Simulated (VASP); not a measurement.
# Au in VASP: notebook

The runs below take Au through single point, with PBEsol.

Everything below comes from runs of VASP 6.6.1. Logs are shortened: lines on timing, memory, paths and dates and some standing lists are left out, and cuts for length are marked.

### Step 1. The cell of the first run

The structure is monoclinic, space group C2/m (No. 12). Conventional cell: a = 5.023 Å, b = 2.900 Å, c = 4.880 Å, α = 90.00°, β = 90.00°, γ = 90.00°. Within 3.8 Å of Au (site symmetry m) lie 12 Au at 2.85 to 3.10 Å.

### Step 2. Single point, PBEsol (atom 1 (Au) moved by (-0.100, -0.100) A along y and z)

INCAR

```
ALGO = Fast ; EDIFF = 1E-6
ENCUT = 520 ; GGA = PS
ISIF = 2 ; ISMEAR = 0
LASPH = T ; LCHARG = F
LREAL = F ; LWAVE = F
NBANDS = 18 ; NELM = 100
PREC = Accurate ; SIGMA = 0.15
```

KPOINTS

```
k-points
0
Gamma
  18 18 10
```

POSCAR

```
Au
1.0
    2.8999984104      0.0000000000      0.0000000000
   -1.4499992052      2.5114722944      0.0000000000
    0.0000000000      0.0000000000      4.8800000000
Au
2
Direct
    0.3134246924      0.6268493849      0.7295081967
    0.6666666667      0.3333333333      0.2500000000
```

Potentials or basis: VASP PAW PBE potentials, release 64 (Au).

On the command line:

```bash
cat potpaw_PBE.64/Au/POTCAR > POTCAR
mpirun -np 1 vasp_std > vasp.out
```

OUTCAR:

```text
EDIFF = 1E-6
   ENCUT = 520
   GGA = PS
   ISIF = 2
   ISMEAR = 0
   LASPH = T
   LREAL = F
   NELM = 100
   PREC = Accurate

 ion  position               nearest neighbor table
   1  0.313  0.627  0.730-   2 2.85   2 2.85   2 2.94   2 3.02   2 3.02   2 3.10
   2  0.667  0.333  0.250-   1 2.85   1 2.85   1 2.94   1 3.02   1 3.02   1 3.10

  LATTYP: Found a hexagonal cell.
 ALAT       =     2.8999984104
 C/A-ratio  =     1.6827595431

  Lattice vectors:

 A1 = (   2.8999984104,   0.0000000000,   0.0000000000)
 A2 = (  -1.4499992052,   2.5114722944,   0.0000000000)
 A3 = (   0.0000000000,   0.0000000000,   4.8800000000)

Analysis of symmetry for initial positions (statically):
=====================================================================
 Subroutine PRICEL returns:
 Original cell was already a primitive cell.

 Routine SETGRP: Setting up the symmetry group for a
 hexagonal supercell.

 Subroutine GETGRP returns: Found  4 space group operations
 (whereof  2 operations were pure point group operations)
 out of a pool of 24 trial point group operations.

The static configuration has the point symmetry C_1h.
 The point group associated with its full space group is C_2h.

Analysis of symmetry for dynamics (positions and initial velocities):
=====================================================================
 Subroutine PRICEL returns:
 Original cell was already a primitive cell.

 Routine SETGRP: Setting up the symmetry group for a
 hexagonal supercell.

 Subroutine GETGRP returns: Found  4 space group operations
 (whereof  2 operations were pure point group operations)
 out of a pool of 24 trial point group operations.

The dynamic configuration has the point symmetry C_1h.
 The point group associated with its full space group is C_2h.

 Subroutine INISYM returns: Found  4 space group operations
 (whereof  2 operations are pure point group operations),
 and found     1 'primitive' translations

----------------------------------------------------------------------------------------

                                     Primitive cell

  volume of cell :      35.5423

  direct lattice vectors                    reciprocal lattice vectors
     2.899998410  0.000000000  0.000000000     0.344827775  0.199086409  0.000000000
    -1.449999205  2.511472294  0.000000000     0.000000000  0.398172818  0.000000000
     0.000000000  0.000000000  4.880000000     0.000000000  0.000000000  0.204918033

  length of vectors
     2.899998410  2.899998410  4.880000000     0.398172818  0.398172818  0.204918033

  position of ions in fractional coordinates (direct lattice)
     0.313424692  0.626849385  0.729508197
     0.666666667  0.333333333  0.250000000

  ion indices of the primitive-cell ions
   primitive index   ion index
                 1           1
                 2           2

----------------------------------------------------------------------------------------

 KPOINTS: k-points

Automatic generation of k-mesh.
 Grid dimensions read from file:
 generate k-points for:   18   18   10

 Generating k-lattice:

  Cartesian coordinates                     Fractional coordinates (reciprocal lattice)
     0.019157099  0.011060356  0.000000000     0.055555556  0.000000000  0.000000000
     0.000000000  0.022120712  0.000000000     0.000000000  0.055555556  0.000000000
     0.000000000  0.000000000  0.020491803     0.000000000  0.000000000  0.100000000

  Length of vectors
     0.022120712  0.022120712  0.020491803

  Shift w.r.t. Gamma in fractional coordinates (k-lattice)
     0.000000000  0.000000000  0.000000000

 Subroutine IBZKPT returns following result:
 ===========================================

 Found    866 irreducible k-points:

 Following reciprocal coordinates:
            Coordinates               Weight
  0.000000  0.000000  0.000000      1.000000
  0.055556  0.000000  0.000000      4.000000
  0.000000  0.055556  0.000000      2.000000
  0.111111  0.000000  0.000000      4.000000
  0.000000  0.111111  0.000000      2.000000
  0.166667  0.000000  0.000000      4.000000
[... 16 lines left out ...]
 -0.055556  0.166667  0.000000      4.000000
 -0.166667  0.111111  0.000000      4.000000
 [... further k-points ...]
   k-points           NKPTS =    866   k-points in BZ     NKDIM =    866   number of bands    NBANDS=     18
   number of dos      NEDOS =    301   number of ions     NIONS =      2
   total plane-waves  NPLWV =  20736
   dimension x,y,z NGX =    24 NGY =   24 NGZ =   36
   dimension x,y,z NGXF=    48 NGYF=   48 NGZF=   72
   ions per type =               2
   NGX,Y,Z   is equivalent  to a cutoff of  13.76, 13.76, 12.26 a.u.
   NGXF,Y,Z  is equivalent  to a cutoff of  27.52, 27.52, 24.53 a.u.
 SYSTEM =  unknown system
   PREC   = accura    normal or accurate (medium, high low for compatibility)
   ISTART =      0    job   : 0-new  1-cont  2-samecut
   ICHARG =      2    charge: 1-file 2-atom 10-const
   ISPIN  =      1    spin polarized calculation?
   LNONCOLLINEAR =      F non collinear calculations
   LSORBIT =      F    spin-orbit coupling
   LASPH  =      T    aspherical Exc in radial PAW
   ENCUT  =  520.0 eV  38.22 Ry    6.18 a.u.   5.39  5.39  9.07*2*pi/ulx,y,z
   NELM   =    100;   NELMIN=  2; NELMDL= -5     # of ELM steps
   EDIFF  = 0.1E-05   stopping-criterion for ELM
   LREAL  =      F    real-space projection
   EDIFFG = 0.1E-04   stopping-criterion for IOM
   NSW    =      0    number of steps for IOM
   IBRION =     -1    ionic relax: 0-MD 1-quasi-New 2-CG
   NFREE  =      0    steps in history (QN), initial steepest desc. (CG)
   ISIF   =      2    stress and relaxation
   ISYM   =      2    0-nonsym 1-usesym 2-fastsym
   POTIM  = 0.5000    time-step for ionic-motion
   TEBEG  =    0.0;   TEEND  =   0.0 temperature during run
   PSTRESS=    0.0 pullay stress
   NELECT =      22.0000    total number of electrons
   NUPDOWN=      -1.0000    fix difference up-down
   EMIN   =  10.00;   EMAX   =-10.00  energy-range for DOS
   EFERMI =   0.00;   METHOD = LEGACY
   ISMEAR =     0;   SIGMA  =   0.15  broadening in eV -4-tet -1-fermi 0-gaus
   EFERMI_NEDOS =   21; number of points for ismear=-14 and -15
   IALGO  =     68    algorithm
   IMIX   =      4    mixing-type and parameters
     AMIX     =   0.40;   BMIX     =  1.00
     AMIX_MAG =   1.60;   BMIX_MAG =  1.00
  volume/ion in A,a.u.               =      17.77       119.93
  Fermi-wavevector in a.u.,A,eV,Ry     =   1.395191  2.636529 26.484537  1.946559
  Thomas-Fermi vector in A             =   2.518667
   LORBIT       =      0    0 simple, 1 ext, 2 COOP (PROOUT), +10 PAW based schemes
   GGA     = PS    functional components
   LHFCALC =     F    Hartree Fock is set to
   AEXX    =    0.0000 exact exchange contribution
   IVDW    =     0    specifies the selected vdW correction
   LEPSILON=     F    determine dielectric tensor
   LRPA    =     F    only Hartree local field effects (RPA)
 non-spin polarized calculation
 RMM-DIIS sequential band-by-band and
 Gauss-broadening in eV      SIGMA  =   0.15
  energy-cutoff  :      520.00
  volume of cell :       35.54
 maximum number of plane-waves:       984
 NGX is ok and might be reduce to    24
   NGX = 11   NGY = 11   NGZ = 19

 number of electron      22.0000002 magnetization

 Free energy of the ion-electron system (eV)
  ---------------------------------------------------
  ext. energy  EPLUGINS =         0.00000000
  ---------------------------------------------------
  free energy    TOTEN  =        -7.76939827 eV

  energy without entropy =       -7.75934752  energy(sigma->0) =       -7.76437290

 E-fermi :   8.5556     XC(G=0): -12.6315

 val. band max:        8.5541611057   @ k =   0.0000   0.5000   0.2000
 cond. band min:       8.5610571534   @ k =   0.5000  -0.4444   0.3000
 fundamental gap:      0.0068960477
 Fermi energy:         8.5556131173

 k-point     1 :       0.0000    0.0000    0.0000
  band No.  band energies     occupation
      1      -0.9059      2.00000
      2       1.5237      2.00000
      3       3.9325      2.00000
      4       4.1855      2.00000
      5       4.2454      2.00000
      6       4.4769      2.00000
[... 10 lines left out ...]
     17      26.3757      0.00000
     18      27.0829      0.00000

 k-point     2 :       0.0556    0.0000    0.0000
  band No.  band energies     occupation
      1      -0.8107      2.00000
      2       1.6036      2.00000
      3       3.9018      2.00000
      4       4.2092      2.00000
      5       4.2986      2.00000
      6       4.4758      2.00000
[... 10 lines left out ...]
     17      25.8487      0.00000
     18      26.6002      0.00000

 k-point     3 :       0.0000    0.0556    0.0000
  band No.  band energies     occupation
      1      -0.8116      2.00000
      2       1.6006      2.00000
      3       3.9124      2.00000
      4       4.2476      2.00000
      5       4.2616      2.00000
      6       4.4408      2.00000
[... 10 lines left out ...]
     17      25.9115      0.00000
     18      26.6156      0.00000

 k-point     4 :       0.1111    0.0000    0.0000
  band No.  band energies     occupation
      1      -0.5309      2.00000
      2       1.8293      2.00000
      3       3.7998      2.00000
      4       4.2341      2.00000
      5       4.4550      2.00000
      6       4.4744      2.00000
[... 375 lines left out ...]
      4       4.1929      2.00000
      5       4.5064      2.00000
      6       4.5614      2.00000
[... 10 lines left out ...]
     17      25.1675      0.00000
     18      26.2002      0.00000

 k-point    23 :      -0.0556    0.1667    0.0000
  band No.  band energies     occupation
      1      -0.2661      2.00000
      2       2.0142      2.00000
      3       3.7331      2.00000
      4       4.2516      2.00000
      5       4.4298      2.00000
      6       4.5996      2.00000
[... 10 lines left out ...]
     17      25.0913      0.00000
     18      26.3676      0.00000

 k-point    24 :      -0.1667    0.1111    0.0000
  band No.  band energies     occupation
      1      -0.2581      2.00000
      2       2.0398      2.00000
      3       3.6984      2.00000
      4       4.2423      2.00000
      5       4.4133      2.00000
      6       4.6289      2.00000
[... 10 lines left out ...]
     17      25.6245      0.00000
     18      26.0359      0.00000

 [... further k-points ...]

------------------------ aborting loop because EDIFF is reached ----------------------------------------

  FORCE on cell =-STRESS in cart. coord.  units (eV):
  Direction    XX          YY          ZZ          XY          YZ          ZX
  --------------------------------------------------------------------------------------
  -------------------------------------------------------------------------------------
  Total       -1.2848045     -1.3744917     -1.1522776      0.0000000      0.0822134      0.0000000
  in kB      -57.9164144    -61.9593340    -51.9423640      0.0000000      3.7060149      0.0000000
  external PRESSURE =     -57.2727041 kB  Pullay stress =       0.0000000 kB

 VOLUME and BASIS-vectors are now :
 -----------------------------------------------------------------------------
  energy-cutoff  :      520.00
  volume of cell :       35.54
      direct lattice vectors                 reciprocal lattice vectors
     2.899998410  0.000000000  0.000000000     0.344827775  0.199086409  0.000000000
    -1.449999205  2.511472294  0.000000000     0.000000000  0.398172818  0.000000000
     0.000000000  0.000000000  4.880000000     0.000000000  0.000000000  0.204918033

 POSITION                                       TOTAL-FORCE (eV/Angst)
 -----------------------------------------------------------------------------------
     -0.00000      1.57431      3.56000         0.000000      0.032175      0.599260
      1.45000      0.83716      1.22000         0.000000     -0.032175     -0.599260
 -----------------------------------------------------------------------------------
    total drift:                               -0.000000      0.000002     -0.000001

  FREE ENERGIE OF THE ION-ELECTRON SYSTEM (eV)
  ---------------------------------------------------
  free  energy   TOTEN  =        -7.7693982701 eV

  energy  without entropy=       -7.7593475224  energy(sigma->0) =       -7.76437290
```

It took 2.1 min on 1 thread of Intel Xeon 6975P-C (Granite Rapids), shared host; peak memory 0.53 GiB.

Results:

```
Free energy            : -7.7694 eV
Pressure               : -5.7 GPa
Largest force          : 0.600 eV/Å
Band gap on the k mesh : zero (band 11 reaches 12.57 eV, above the bottom of band 12 at 6.16 eV)
```

Forces in eV/Å, atoms in the order of the input:
```
Au   0.000  0.032  0.599
Au   0.000 -0.032 -0.599
```

Levels at points of the mesh, in eV from the Fermi level:
```
           k point  band 9  band 10  band 11  band 12  band 13  band 14
(0.00, 0.00, 0.00)   -3.19    -2.24    -1.94    -0.97     2.44    14.58
(0.50, 0.00, 0.00)   -1.82    -1.61     0.47     1.44     5.68     6.90
(0.00, 0.50, 0.00)   -1.76    -1.65     0.20     1.64     5.37     6.73
(0.00, 0.00, 0.50)   -2.72    -2.57    -2.42    -2.39     9.64    11.01
(0.50, 0.00, 0.50)   -1.73    -1.67     0.35     0.54     3.72     3.96
(0.00, 0.50, 0.50)   -1.71    -1.67     0.62     0.84     3.51     3.78
```

Caveat: the cell differs from its parent crystal (atom 1 (Au) moved by (-0.100, -0.100) A along y and z); the PAW data sets were made with another functional, which shifts forces and pressure a little; spin-orbit coupling is left out, which moves the levels of the heavy elements.

[end of part 1 of 2]
